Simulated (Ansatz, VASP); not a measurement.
# Two plane-wave programs on Pd

INCAR

```
SYSTEM = Pd
PREC = Accurate ; ENCUT = 520
EDIFF = 1E-6 ; ISMEAR = -1
SIGMA = 0.6 ; LREAL = .FALSE.
LASPH = .TRUE. ; NELM = 60
ALGO = Normal ; ISIF = 2
LWAVE = .FALSE. ; LCHARG = .FALSE.
GGA = PE ; NBANDS = 11
```

Contents of KPOINTS:

```
Automatic mesh
0
G
  14 14 14
  0 0 0
```

Contents of POSCAR:

```
Pd
1.0
    0.0000000000      1.9734737307      1.9734737307
    1.9734737307      0.0000000000      1.9734737307
    1.9734737307      1.9734737307      0.0000000000
Pd
1
Direct
    0.0000000000      0.0000000000      0.0000000000
```

Input for Ansatz:

```yaml
crystal:
  lattice:
    - [0.0, 1.9734737307, 1.9734737307]
    - [1.9734737307, 0.0, 1.9734737307]
    - [1.9734737307, 1.9734737307, 0.0]
  atoms:
    - { symbol: Pd, position: [0.0, 0.0, 0.0] }
hamiltonian:
  xc: pbe
  pseudopotentials:
    kind: paw
    azcp:
      Pd: "pseudopotentials/Pd.paw.azcp"
basis:
  ecutwfc: 420
  fft_grid_basis: typed
kpoints:
  mp_grid: { grid: [14, 14, 14], shift: [0, 0, 0] }
magnetization:
  spin_polarized: false
scf:
  occupations: { method: fermi_dirac, width: 0.6 }
  lower_state_search: "off"
output:
  stress: true
  write_density: true
  write_potential: true
  elf: true
  volumetric_format: npy
```

Alike in both runs: task single point; functional PBE; k mesh 14 × 14 × 14; occupations fermi-dirac, width 0.6 eV; no spin polarisation.

|  | VASP | Ansatz |
| --- | --- | --- |
| version | VASP 6.6.1 | Ansatz 0.2.0 |
| potentials or method | VASP PAW PBE potentials, release 64 (Pd), cutoff 520 eV | plane waves (420 eV) with PAW, scalar-relativistic |
| valence electrons in the cell | 10 | 18 |

|  | VASP | Ansatz | Ansatz less VASP |
| --- | --- | --- | --- |
| pressure (GPa) | 4.9 | 5.3 | +0.31 |

VASP's potentials hold 10 valence electrons a cell and Ansatz's 18, so a difference there can come from the potentials and not from the codes.
